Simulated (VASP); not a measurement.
# HfTi2Ge3 (P4/mmm) in VASP: notebook

HfTi2Ge3 is run at these levels: PBE; tasks: single point.

Program: VASP 6.6.1. These are calculated values, not measurements. Logs are shortened: lines on timing, memory, paths and dates and some standing lists are left out, and cuts for length are marked.

### 1 The cell of the first run

It takes space group P4/mmm (No. 123, tetragonal). Conventional cell: a = 5.124 Å, b = 5.124 Å, c = 5.104 Å, α = 90.00°, β = 90.00°, γ = 90.00°. Hf (site symmetry 4/mmm) has 2 Ge at 2.55 Å within 3.4 Å. Within 3.4 Å of Ti (site symmetry 4/mmm) lie 2 Ti at 2.55 Å and 4 Ge at 2.56 Å. Ti (site symmetry 4/mmm) has 2 Ti at 2.55 Å within 3.4 Å. Within 3.4 Å of Ge (site symmetry mmm) lie 2 Ti at 2.56 Å and 2 Ge at 2.56 Å. Within 3.4 Å of Ge (site symmetry 4/mmm) lie 2 Hf at 2.55 Å and 4 Ge at 2.56 Å.

### 2 Single point, PBE

The input, INCAR:

```
SYSTEM = HfTi2Ge3
PREC = Accurate
ENCUT = 500
EDIFF = 1E-6
ISMEAR = 0
SIGMA = 0.2
LREAL = .False.
LASPH = .True.
NELM = 120
ALGO = Normal
ISIF = 2
LWAVE = .False.
LCHARG = .True.
GGA = PE
LELF = .True.
LVHAR = .True.
NBANDS = 47
GGA_COMPAT = .False.
```

The input, KPOINTS:

```
Automatic mesh
0
Gamma
  4 4 4
  0 0 0
```

The input, POSCAR:

```
HfTi2Ge3
1.0
    5.1242192663      0.0000000000      0.0000000000
    0.0000000000      5.1242192663      0.0000000000
    0.0000000000      0.0000000000      5.1044813963
Hf Ti Ge
1 2 3
Direct
    0.5000000000      0.5000000000      0.0000000000
    0.0000000000      0.0000000000      0.5000000000
    0.0000000000      0.0000000000      0.0000000000
    0.0000000000      0.5000000000      0.5000000000
    0.5000000000      0.0000000000      0.5000000000
    0.5000000000      0.5000000000      0.5000000000
```

Potentials or basis: VASP PAW PBE potentials, release 64 (Hf_pv, Ti_sv, Ge_d).

Launch:

```console
$ cat potpaw_PBE.64/Hf_pv/POTCAR potpaw_PBE.64/Ti_sv/POTCAR potpaw_PBE.64/Ge_d/POTCAR > POTCAR
$ mpirun -np 1 vasp_std > vasp.out
```

OUTCAR:

```text
SYSTEM = HfTi2Ge3
   PREC = Accurate
   ENCUT = 500
   EDIFF = 1E-6
   ISMEAR = 0
   LREAL = .False.
   LASPH = .True.
   NELM = 120
   ISIF = 2
   GGA = PE

 ion  position               nearest neighbor table
   1  0.500  0.500  0.000-   6 2.55   6 2.55
   2  0.000  0.000  0.500-   3 2.55   3 2.55   5 2.56   4 2.56   4 2.56   5 2.56
   3  0.000  0.000  0.000-   2 2.55   2 2.55
   4  0.000  0.500  0.500-   2 2.56   6 2.56   2 2.56   6 2.56
   5  0.500  0.000  0.500-   2 2.56   6 2.56   6 2.56   2 2.56
   6  0.500  0.500  0.500-   1 2.55   1 2.55   5 2.56   4 2.56   5 2.56   4 2.56

  LATTYP: Found a simple tetragonal cell.
 ALAT       =     5.1242192663
 C/A-ratio  =     0.9961481215

  Lattice vectors:

 A1 = (   5.1242192663,   0.0000000000,   0.0000000000)
 A2 = (   0.0000000000,   5.1242192663,   0.0000000000)
 A3 = (   0.0000000000,   0.0000000000,   5.1044813963)

Analysis of symmetry for initial positions (statically):
=====================================================================
 Subroutine PRICEL returns:
 Original cell was already a primitive cell.

 Routine SETGRP: Setting up the symmetry group for a
 simple tetragonal supercell.

 Subroutine GETGRP returns: Found 16 space group operations
 (whereof 16 operations were pure point group operations)
 out of a pool of 16 trial point group operations.

The static configuration has the point symmetry D_4h.

Analysis of symmetry for dynamics (positions and initial velocities):
=====================================================================
 Subroutine PRICEL returns:
 Original cell was already a primitive cell.

 Routine SETGRP: Setting up the symmetry group for a
 simple tetragonal supercell.

 Subroutine GETGRP returns: Found 16 space group operations
 (whereof 16 operations were pure point group operations)
 out of a pool of 16 trial point group operations.

The dynamic configuration has the point symmetry D_4h.

 Subroutine INISYM returns: Found 16 space group operations
 (whereof 16 operations are pure point group operations),
 and found     1 'primitive' translations

----------------------------------------------------------------------------------------

                                     Primitive cell

  volume of cell :     134.0315

  direct lattice vectors                    reciprocal lattice vectors
     5.124219266  0.000000000  0.000000000     0.195151680  0.000000000  0.000000000
[... 90 lines left out ...]
   NSW    =      0    number of steps for IOM
   IBRION =     -1    ionic relax: 0-MD 1-quasi-New 2-CG
   NFREE  =      0    steps in history (QN), initial steepest desc. (CG)
   ISIF   =      2    stress and relaxation
   ISYM   =      2    0-nonsym 1-usesym 2-fastsym
   POTIM  = 0.5000    time-step for ionic-motion
   TEBEG  =    0.0;   TEEND  =   0.0 temperature during run
   PSTRESS=    0.0 pullay stress
   NELECT =      76.0000    total number of electrons
   NUPDOWN=      -1.0000    fix difference up-down
   EMIN   =  10.00;   EMAX   =-10.00  energy-range for DOS
   EFERMI =   0.00;   METHOD = LEGACY
   ISMEAR =     0;   SIGMA  =   0.20  broadening in eV -4-tet -1-fermi 0-gaus
   EFERMI_NEDOS =   21; number of points for ismear=-14 and -15
   IALGO  =     38    algorithm
   IMIX   =      4    mixing-type and parameters
     AMIX     =   0.40;   BMIX     =  1.00
     AMIX_MAG =   1.60;   BMIX_MAG =  1.00
  volume/ion in A,a.u.               =      22.34       150.75
  Fermi-wavevector in a.u.,A,eV,Ry     =   1.355014  2.560605 24.981141  1.836062
  Thomas-Fermi vector in A             =   2.482137
   LORBIT       =      0    0 simple, 1 ext, 2 COOP (PROOUT), +10 PAW based schemes
   GGA     = PE    functional components
   LHFCALC =     F    Hartree Fock is set to
   AEXX    =    0.0000 exact exchange contribution
   IVDW    =     0    specifies the selected vdW correction
   LEPSILON=     F    determine dielectric tensor
   LRPA    =     F    only Hartree local field effects (RPA)
 non-spin polarized calculation
 Gauss-broadening in eV      SIGMA  =   0.20
  energy-cutoff  :      500.00
  volume of cell :      134.03
 maximum number of plane-waves:      3432
 NGX is ok and might be reduce to    40
   NGX = 19   NGY = 19   NGZ = 19

 number of electron      76.0000000 magnetization

 Free energy of the ion-electron system (eV)
  ---------------------------------------------------
  ext. energy  EPLUGINS =         0.00000000
  ---------------------------------------------------
  free energy    TOTEN  =       -35.23239863 eV

  energy without entropy =      -35.13384962  energy(sigma->0) =      -35.18312413

 E-fermi :   5.3224     XC(G=0): -10.3990

 val. band max:        5.3207875396   @ k =   0.5000   0.5000   0.0000
 cond. band min:       5.3339759233   @ k =   0.5000   0.2500   0.0000
 fundamental gap:      0.0131883837
 Fermi energy:         5.3223512374

 k-point     1 :       0.0000    0.0000    0.0000
  band No.  band energies     occupation
      1     -51.9582      2.00000
      2     -51.1789      2.00000
      3     -28.3396      2.00000
      4     -28.2941      2.00000
      5     -28.2941      2.00000
      6     -27.5356      2.00000
[... 889 lines left out ...]
     46       7.1937      0.00000
     47       7.3734      0.00000

------------------------ aborting loop because EDIFF is reached ----------------------------------------

  FORCE on cell =-STRESS in cart. coord.  units (eV):
  Direction    XX          YY          ZZ          XY          YZ          ZX
  --------------------------------------------------------------------------------------
  -------------------------------------------------------------------------------------
  Total        0.0655333      0.0655333      0.0591240      0.0000000     -0.0000000      0.0000000
  in kB        0.7833674      0.7833674      0.7067526      0.0000000     -0.0000000      0.0000000
  external PRESSURE =       0.7578291 kB  Pullay stress =       0.0000000 kB

 VOLUME and BASIS-vectors are now :
 -----------------------------------------------------------------------------
  energy-cutoff  :      500.00
  volume of cell :      134.03
      direct lattice vectors                 reciprocal lattice vectors
     5.124219266  0.000000000  0.000000000     0.195151680  0.000000000  0.000000000
     0.000000000  5.124219266  0.000000000     0.000000000  0.195151680  0.000000000
     0.000000000  0.000000000  5.104481396     0.000000000  0.000000000  0.195906288

 POSITION                                       TOTAL-FORCE (eV/Angst)
 -----------------------------------------------------------------------------------
      2.56211      2.56211      0.00000         0.000000      0.000000      0.000000
      0.00000      0.00000      2.55224         0.000000      0.000000      0.000000
      0.00000      0.00000      0.00000         0.000000      0.000000      0.000000
      0.00000      2.56211      2.55224         0.000000      0.000000      0.000000
      2.56211      0.00000      2.55224         0.000000      0.000000      0.000000
      2.56211      2.56211      2.55224         0.000000      0.000000      0.000000
 -----------------------------------------------------------------------------------
    total drift:                               -0.000000      0.000000     -0.000000

  FREE ENERGIE OF THE ION-ELECTRON SYSTEM (eV)
  ---------------------------------------------------
  free  energy   TOTEN  =       -35.2323986312 eV

  energy  without entropy=      -35.1338496242  energy(sigma->0) =      -35.18312413
```

Run time: 61 s. Hardware: 1 thread of Intel Xeon 6975P-C (Granite Rapids), shared host; peak memory 0.29 GiB.

Results:

```yaml
Free_energy: -35.2324 eV
Pressure: 0.1 GPa
Band_gap_on_the_k_mesh: zero (band 38 reaches 5.96 eV, above the bottom of band 39 at 5.17 eV)
```

Caveat: spin-orbit coupling is left out, which moves the levels of the heavy elements.

### 3 Single point, PBE

This run uses another cell than the first one, of 23.90 Å³/atom, 1.070 times its volume.

The input, INCAR:

```
SYSTEM = HfTi2Ge3
PREC     = Accurate       ! precision mode
ENCUT    = 500            ! plane-wave cutoff, eV
EDIFF    = 1E-6           ! SCF threshold, eV
ISMEAR   = 0              ! smearing method
SIGMA    = 0.2            ! smearing width, eV
LREAL    = .False.        ! projectors in reciprocal space
LASPH    = .True.         ! aspherical terms in the spheres
NELM     = 120            ! most SCF steps
ALGO     = Normal         ! electronic algorithm
ISIF     = 2              ! what is computed and relaxed
LWAVE    = .False.        ! write WAVECAR
LCHARG   = .False.        ! write CHGCAR
GGA      = PE             ! functional
NBANDS   = 47             ! bands
GGA_COMPAT= .False.
```

The input, KPOINTS:

```
Automatic mesh
0
Gamma
  4 4 3
  0 0 0
```

The input, POSCAR:

```
HfTi2Ge3
1.0
    5.2854374153      0.0000000000      0.0000000000
    0.0000000000      5.2854374153      0.0000000000
    0.0000000000      0.0000000000      5.1340927321
Hf Ti Ge
1 2 3
Direct
    0.0000000000      0.0000000000      0.0000000000
    0.0000000000      0.0000000000      0.5000000000
    0.5000000000      0.5000000000      0.5000000000
    0.0000000000      0.5000000000      0.0000000000
    0.5000000000      0.0000000000      0.0000000000
    0.5000000000      0.5000000000      0.0000000000
```

Potentials or basis: VASP PAW PBE potentials, release 64 (Hf_pv, Ti_sv, Ge_d).

Launch:

```console
$ cat potpaw_PBE.64/Hf_pv/POTCAR potpaw_PBE.64/Ti_sv/POTCAR potpaw_PBE.64/Ge_d/POTCAR > POTCAR
$ mpirun -np 1 vasp_std > vasp.out
```

Run time: 61 s. Hardware: 1 thread of Intel Xeon 6975P-C (Granite Rapids), shared host; peak memory 0.27 GiB.

The run converged. Its results:

```yaml
Free_energy: -34.4115 eV
Pressure: 0.0 GPa
Band_gap_on_the_k_mesh: zero (band 38 reaches 4.96 eV, above the bottom of band 39 at 4.57 eV)
```

Levels at points of the mesh, in eV from the Fermi level:
| k point | band 35 | band 36 | band 37 | band 38 | band 39 | band 40 | band 41 | band 42 |
| --- | --- | --- | --- | --- | --- | --- | --- | --- |
| (0.00, 0.00, 0.00) | -1.04 | -0.99 | -0.60 | -0.02 | 0.41 | 0.41 | 0.64 | 0.64 |
| (0.50, 0.00, 0.00) | -1.12 | -0.88 | -0.33 | 0.00 | 0.08 | 0.20 | 0.31 | 0.60 |
| (0.50, 0.50, 0.00) | -0.90 | -0.85 | -0.04 | 0.29 | 0.45 | 0.45 | 0.82 | 1.09 |

Caveat: the k points lie up to 0.41 Å⁻¹ apart; spin-orbit coupling is left out, which moves the levels of the heavy elements.
